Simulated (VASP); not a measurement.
# Mo (Cmmm) in VASP: notebook

Runs on Mo. Level: PBEsol. Tasks: single point.

All numbers are computed with VASP 6.6.1; they aren't measurements. Logs are shortened: lines on timing, memory, paths and dates and some standing lists are left out, and cuts for length are marked.

**1. The cell of the first run**

Symmetry: Cmmm, No. 65, orthorhombic system. The conventional cell has a = 3.009 Å, b = 4.264 Å, c = 2.555 Å, α = 90.00°, β = 90.00°, γ = 90.00°. Within 3.4 Å of Mo (site symmetry mmm) lie 8 Mo at 2.56 to 3.01 Å.

**2. Single point, PBEsol (strain +0.1000 x Voigt [1, -1, 0, 0, 0, 0])**

INCAR reads:

```
PREC = Accurate
ENCUT = 520
EDIFF = 1E-6
ISMEAR = 0
SIGMA = 0.15
LREAL = F
LASPH = T
NELM = 100
ALGO = Fast
ISIF = 2
LWAVE = F
LCHARG = F
GGA = PS
NBANDS = 13
```

KPOINTS reads:

```
Automatic mesh
0
Gamma
  18 18 18
```

POSCAR reads:

```
Mo
1.0
    3.0090614369      0.0000000000      0.0000000000
   -1.5045307185      2.1321193467      0.0000000000
    0.0000000000      0.0000000000      2.5551807000
Mo
1
Direct
    0.0000000000      0.0000000000      0.5000000000
```

Potentials or basis: VASP PAW PBE potentials, release 64 (Mo_sv).

On the command line:

```
> cat potpaw_PBE.64/Mo_sv/POTCAR > POTCAR
> mpirun -np 1 vasp_std > vasp.out
```

OUTCAR:

```text
PREC = Accurate
   ENCUT = 520
   EDIFF = 1E-6
   ISMEAR = 0
   LREAL = F
   LASPH = T
   NELM = 100
   ISIF = 2
   GGA = PS

 ion  position               nearest neighbor table
   1  0.000  0.000  0.500-

  Warning from LATTYP: Monoclinic adjustment (A1->A3, A2->A1, A3->A2)!
  LATTYP: Found a base centered orthorhombic cell.
 ALAT       =     3.0090614369
 B/A-ratio  =     1.4171324790
 C/A-ratio  =     0.8491620240

  Lattice vectors:

 A1 = (   1.5045307185,  -2.1321193467,   0.0000000000)
 A2 = (   1.5045307184,   2.1321193467,   0.0000000000)
 A3 = (   0.0000000000,   0.0000000000,   2.5551807000)

Analysis of symmetry for initial positions (statically):
=====================================================================
 Subroutine PRICEL returns:
 Original cell was already a primitive cell.

 Routine SETGRP: Setting up the symmetry group for a
 base centered orthorhombic supercell.

 Subroutine GETGRP returns: Found  8 space group operations
 (whereof  8 operations were pure point group operations)
 out of a pool of  8 trial point group operations.

The static configuration has the point symmetry D_2h.

Analysis of symmetry for dynamics (positions and initial velocities):
=====================================================================
 Subroutine PRICEL returns:
 Original cell was already a primitive cell.

 Routine SETGRP: Setting up the symmetry group for a
 base centered orthorhombic supercell.

 Subroutine GETGRP returns: Found  8 space group operations
 (whereof  8 operations were pure point group operations)
 out of a pool of  8 trial point group operations.

The dynamic configuration has the point symmetry D_2h.

 Subroutine INISYM returns: Found  8 space group operations
 (whereof  8 operations are pure point group operations),
 and found     1 'primitive' translations

----------------------------------------------------------------------------------------

                                     Primitive cell

  volume of cell :      16.3932

  direct lattice vectors                    reciprocal lattice vectors
     3.009061437  0.000000000  0.000000000     0.332329539  0.234508449  0.000000000
    -1.504530719  2.132119347  0.000000000     0.000000000  0.469016897  0.000000000
     0.000000000  0.000000000  2.555180700     0.000000000  0.000000000  0.391361754

  length of vectors
     3.009061437  2.609510604  2.555180700     0.406739640  0.469016897  0.391361754

  position of ions in fractional coordinates (direct lattice)
     0.000000000  0.000000000  0.500000000

  ion indices of the primitive-cell ions
   primitive index   ion index
                 1           1

----------------------------------------------------------------------------------------

 KPOINTS: Automatic mesh

Automatic generation of k-mesh.
 Grid dimensions read from file:
 generate k-points for:   18   18   18

 Generating k-lattice:

  Cartesian coordinates                     Fractional coordinates (reciprocal lattice)
     0.018462752  0.013028247  0.000000000     0.055555556  0.000000000  0.000000000
     0.000000000  0.026056494  0.000000000     0.000000000  0.055555556  0.000000000
     0.000000000  0.000000000  0.021742320     0.000000000  0.000000000  0.055555556

  Length of vectors
     0.022596647  0.026056494  0.021742320

  Shift w.r.t. Gamma in fractional coordinates (k-lattice)
     0.000000000  0.000000000  0.000000000

 Subroutine IBZKPT returns following result:
 ===========================================

 Found    910 irreducible k-points:

 Following reciprocal coordinates:
            Coordinates               Weight
  0.000000  0.000000  0.000000      1.000000
  0.055556  0.000000  0.000000      4.000000
  0.111111  0.000000  0.000000      4.000000
  0.166667 -0.000000  0.000000      4.000000
  0.222222 -0.000000  0.000000      4.000000
  0.277778  0.000000  0.000000      4.000000
[... 16 lines left out ...]
 -0.333333  0.055556  0.000000      4.000000
 -0.277778  0.055556  0.000000      4.000000
 [... further k-points ...]
   k-points           NKPTS =    910   k-points in BZ     NKDIM =    910   number of bands    NBANDS=     13
   number of dos      NEDOS =    301   number of ions     NIONS =      1
   total plane-waves  NPLWV =   9600
   dimension x,y,z NGX =    24 NGY =   20 NGZ =   20
   dimension x,y,z NGXF=    48 NGYF=   40 NGZF=   40
   ions per type =               1
   NGX,Y,Z   is equivalent  to a cutoff of  13.26, 12.74, 13.01 a.u.
   NGXF,Y,Z  is equivalent  to a cutoff of  26.52, 25.48, 26.02 a.u.
 SYSTEM =  unknown system
   PREC   = accura    normal or accurate (medium, high low for compatibility)
   ISTART =      0    job   : 0-new  1-cont  2-samecut
   ICHARG =      2    charge: 1-file 2-atom 10-const
   ISPIN  =      1    spin polarized calculation?
   LNONCOLLINEAR =      F non collinear calculations
   LSORBIT =      F    spin-orbit coupling
   LASPH  =      T    aspherical Exc in radial PAW
   ENCUT  =  520.0 eV  38.22 Ry    6.18 a.u.   5.59  4.85  4.75*2*pi/ulx,y,z
   NELM   =    100;   NELMIN=  2; NELMDL= -5     # of ELM steps
   EDIFF  = 0.1E-05   stopping-criterion for ELM
   LREAL  =      F    real-space projection
   EDIFFG = 0.1E-04   stopping-criterion for IOM
   NSW    =      0    number of steps for IOM
   IBRION =     -1    ionic relax: 0-MD 1-quasi-New 2-CG
   NFREE  =      0    steps in history (QN), initial steepest desc. (CG)
   ISIF   =      2    stress and relaxation
   ISYM   =      2    0-nonsym 1-usesym 2-fastsym
   POTIM  = 0.5000    time-step for ionic-motion
   TEBEG  =    0.0;   TEEND  =   0.0 temperature during run
   PSTRESS=    0.0 pullay stress
   NELECT =      14.0000    total number of electrons
   NUPDOWN=      -1.0000    fix difference up-down
   EMIN   =  10.00;   EMAX   =-10.00  energy-range for DOS
   EFERMI =   0.00;   METHOD = LEGACY
   ISMEAR =     0;   SIGMA  =   0.15  broadening in eV -4-tet -1-fermi 0-gaus
   EFERMI_NEDOS =   21; number of points for ismear=-14 and -15
   IALGO  =     68    algorithm
   IMIX   =      4    mixing-type and parameters
     AMIX     =   0.40;   BMIX     =  1.00
     AMIX_MAG =   1.60;   BMIX_MAG =  1.00
  volume/ion in A,a.u.               =      16.39       110.63
  Fermi-wavevector in a.u.,A,eV,Ry     =   1.553207  2.935136 32.823418  2.412453
  Thomas-Fermi vector in A             =   2.657472
   LORBIT       =      0    0 simple, 1 ext, 2 COOP (PROOUT), +10 PAW based schemes
   GGA     = PS    functional components
   LHFCALC =     F    Hartree Fock is set to
   AEXX    =    0.0000 exact exchange contribution
   IVDW    =     0    specifies the selected vdW correction
   LEPSILON=     F    determine dielectric tensor
   LRPA    =     F    only Hartree local field effects (RPA)
 non-spin polarized calculation
 RMM-DIIS sequential band-by-band and
 Gauss-broadening in eV      SIGMA  =   0.15
  energy-cutoff  :      520.00
  volume of cell :       16.39
 maximum number of plane-waves:       452
   NGX = 11   NGY =  9   NGZ =  9

 number of electron      14.0000001 magnetization

 Free energy of the ion-electron system (eV)
  ---------------------------------------------------
  ext. energy  EPLUGINS =         0.00000000
  ---------------------------------------------------
  free energy    TOTEN  =       -10.88123537 eV

  energy without entropy =      -10.87084209  energy(sigma->0) =      -10.87603873

 E-fermi :  11.7256     XC(G=0): -13.1568

 val. band max:       11.7236177364   @ k =   0.4444   0.0556   0.0000
 cond. band min:      11.7266664524   @ k =   0.0000   0.1667   0.3889
 fundamental gap:      0.0030487160
 Fermi energy:        11.7255594334

 k-point     1 :       0.0000    0.0000    0.0000
  band No.  band energies     occupation
      1     -49.4148      2.00000
      2     -22.7711      2.00000
      3     -22.5940      2.00000
      4     -22.5063      2.00000
      5       4.7629      2.00000
      6       7.1807      2.00000
      7       8.6202      2.00000
      8      13.0343      0.00000
      9      15.5356      0.00000
     10      16.0023      0.00000
     11      24.9676      0.00000
     12      27.3055      0.00000
     13      30.5600      0.00000

 k-point     2 :       0.0556    0.0000    0.0000
  band No.  band energies     occupation
      1     -49.4080      2.00000
      2     -22.7981      2.00000
      3     -22.5894      2.00000
      4     -22.5321      2.00000
      5       4.8756      2.00000
      6       7.2296      2.00000
      7       8.6549      2.00000
      8      12.9994      0.00000
      9      15.4483      0.00000
     10      15.9407      0.00000
     11      25.1619      0.00000
     12      27.5356      0.00000
     13      30.1116      0.00000

 k-point     3 :       0.1111    0.0000    0.0000
  band No.  band energies     occupation
      1     -49.3887      2.00000
      2     -22.8979      2.00000
      3     -22.5830      2.00000
      4     -22.5760      2.00000
      5       5.1929      2.00000
      6       7.3640      2.00000
      7       8.7602      2.00000
      8      12.9408      0.00000
      9      15.1401      0.00000
     10      15.8451      0.00000
     11      25.6079      0.00000
     12      28.1768      0.00000
     13      29.1468      0.00000

 k-point     4 :       0.1667   -0.0000    0.0000
  band No.  band energies     occupation
      1     -49.3590      2.00000
      2     -23.0858      2.00000
      3     -22.6216      2.00000
      4     -22.5555      2.00000
      5       5.6548      2.00000
      6       7.5380      2.00000
      7       8.9560      2.00000
      8      12.9661      0.00000
      9      14.6429      0.00000
     10      15.7814      0.00000
     11      25.6995      0.00000
     12      28.5948      0.00000
     13      29.1092      0.00000

 k-point     5 :       0.2222   -0.0000    0.0000
  band No.  band energies     occupation
      1     -49.3222      2.00000
      2     -23.3325      2.00000
      3     -22.6463      2.00000
      4     -22.5303      2.00000
      5       6.1690      2.00000
      6       7.6712      2.00000
      7       9.3052      2.00000
      8      13.1725      0.00000
      9      14.0739      0.00000
     10      15.7342      0.00000
     11      24.8585      0.00000
     12      29.0775      0.00000
     13      30.1889      0.00000

 k-point     6 :       0.2778    0.0000    0.0000
  band No.  band energies     occupation
      1     -49.2827      2.00000
      2     -23.5961      2.00000
      3     -22.6642      2.00000
      4     -22.5033      2.00000
      5       6.6219      2.00000
      6       7.7335      2.00000
      7       9.8545      2.00000
      8      13.5230      0.00000
      9      13.5781      0.00000
     10      15.6942      0.00000
     11      23.7089      0.00000
     12      29.0223      0.00000
     13      29.8895      0.00000

 k-point     7 :       0.3333   -0.0000    0.0000
  band No.  band energies     occupation
      1     -49.2454      2.00000
      2     -23.8404      2.00000
      3     -22.6779      2.00000
      4     -22.4778      2.00000
      5       6.8894      2.00000
      6       7.8253      2.00000
      7      10.5507      2.00000
      8      13.0484      0.00000
      9      14.0925      0.00000
     10      15.6606      0.00000
     11      22.6944      0.00000
     12      27.9014      0.00000
     13      30.0877      0.00000
[... 193 lines left out ...]
 k-point    20 :       0.5000    0.0556    0.0000
  band No.  band energies     occupation
      1     -49.1876      2.00000
      2     -24.1647      2.00000
      3     -22.7452      2.00000
      4     -22.4385      2.00000
      5       7.0238      2.00000
      6       8.2376      2.00000
      7      11.8809      0.14297
      8      12.4601      0.00000
      9      14.9711      0.00000
     10      15.4913      0.00000
     11      21.5687      0.00000
     12      26.0220      0.00000
     13      28.7122      0.00000

 k-point    21 :      -0.4444    0.0556    0.0000
  band No.  band energies     occupation
      1     -49.2056      2.00000
      2     -24.0503      2.00000
      3     -22.7485      2.00000
      4     -22.4506      2.00000
      5       7.0344      2.00000
      6       8.0962      2.00000
      7      11.5512      1.89974
      8      12.6562      0.00000
      9      14.7526      0.00000
     10      15.4807      0.00000
     11      21.7262      0.00000
     12      26.3453      0.00000
     13      28.9786      0.00000

 k-point    22 :      -0.3889    0.0556    0.0000
  band No.  band energies     occupation
      1     -49.2345      2.00000
      2     -23.8654      2.00000
      3     -22.7451      2.00000
      4     -22.4702      2.00000
      5       7.0079      2.00000
      6       7.9110      2.00000
      7      10.8552      2.00000
      8      12.9875      0.00000
      9      14.4552      0.00000
     10      15.4882      0.00000
     11      22.2700      0.00000
     12      26.9885      0.00000
     13      29.3098      0.00000

 k-point    23 :      -0.3333    0.0556    0.0000
  band No.  band energies     occupation
      1     -49.2708      2.00000
      2     -23.6307      2.00000
      3     -22.7337      2.00000
      4     -22.4949      2.00000
      5       6.8175      2.00000
      6       7.7954      2.00000
      7      10.0365      2.00000
      8      13.4312      0.00000
      9      14.0922      0.00000
     10      15.5160      0.00000
     11      23.2063      0.00000
     12      27.6926      0.00000
     13      29.6327      0.00000

 k-point    24 :      -0.2778    0.0556    0.0000
  band No.  band energies     occupation
      1     -49.3099      2.00000
      2     -23.3751      2.00000
      3     -22.7125      2.00000
      4     -22.5216      2.00000
      5       6.4255      2.00000
      6       7.7499      2.00000
      7       9.3126      2.00000
      8      13.7537      0.00000
      9      13.9506      0.00000
     10      15.5663      0.00000
     11      24.3811      0.00000
     12      27.9128      0.00000
     13      30.2647      0.00000

 [... further k-points ...]
[... 5 lines left out ...]
  --------------------------------------------------------------------------------------
  -------------------------------------------------------------------------------------
  Total       -0.0315075      0.7990362     -0.3744764     -0.0000000      0.0000000      0.0000000
  in kB       -3.0793586     78.0931324    -36.5991366     -0.0000000      0.0000000      0.0000000
  external PRESSURE =      12.8048791 kB  Pullay stress =       0.0000000 kB

 VOLUME and BASIS-vectors are now :
 -----------------------------------------------------------------------------
  energy-cutoff  :      520.00
  volume of cell :       16.39
      direct lattice vectors                 reciprocal lattice vectors
     3.009061437  0.000000000  0.000000000     0.332329539  0.234508449  0.000000000
    -1.504530719  2.132119347  0.000000000     0.000000000  0.469016897  0.000000000
     0.000000000  0.000000000  2.555180700     0.000000000  0.000000000  0.391361754

 POSITION                                       TOTAL-FORCE (eV/Angst)
 -----------------------------------------------------------------------------------
      0.00000      0.00000      1.27759         0.000000      0.000000      0.000000
 -----------------------------------------------------------------------------------
    total drift:                                0.000000      0.000000     -0.000000

  FREE ENERGIE OF THE ION-ELECTRON SYSTEM (eV)
  ---------------------------------------------------
  free  energy   TOTEN  =       -10.8812353677 eV

  energy  without entropy=      -10.8708420924  energy(sigma->0) =      -10.87603873
```

It took 67 s on 1 thread of Intel Xeon Platinum 8488C (Sapphire Rapids), shared host; peak memory 0.28 GiB.

Results:

```
Free energy            : -10.8812 eV
Pressure               : 1.3 GPa
Band gap on the k mesh : zero (bands 7 and 8 overlap by 2.00 eV)
```

Stress tensor (GPa, compression positive):
```
-0.31  0.00  0.00
 0.00  7.81  0.00
 0.00  0.00 -3.66
```

Levels at points of the mesh, in eV from the Fermi level:
```tsv
k point	band 3	band 4	band 5	band 6	band 7	band 8	band 9	band 10	band 11	band 12
(0.00, 0.00, 0.00)	-34.32	-34.23	-6.96	-4.54	-3.11	1.31	3.81	4.28	13.24	15.58
(0.50, 0.00, 0.00)	-34.42	-34.16	-4.83	-3.48	0.37	0.66	3.09	3.89	9.92	14.42
(0.00, 0.50, 0.00)	-35.22	-34.06	-5.55	-2.75	0.67	2.42	2.54	5.28	10.42	12.05
(0.00, 0.00, 0.50)	-34.33	-34.08	-3.92	-2.21	-0.12	0.34	1.07	1.95	9.89	16.20
(0.50, 0.00, 0.50)	-35.68	-34.26	-5.72	-3.46	0.35	3.41	6.04	6.34	6.41	15.89
(0.00, 0.50, 0.50)	-35.63	-35.02	-5.36	-3.91	-2.07	5.59	6.42	6.93	9.20	14.58
```

Caveat: the cell differs from its parent crystal (strain +0.1000 x Voigt [1, -1, 0, 0, 0, 0]); the PAW data sets were made with another functional, which shifts forces and pressure a little.

(Part 1 of 2 ends here.)
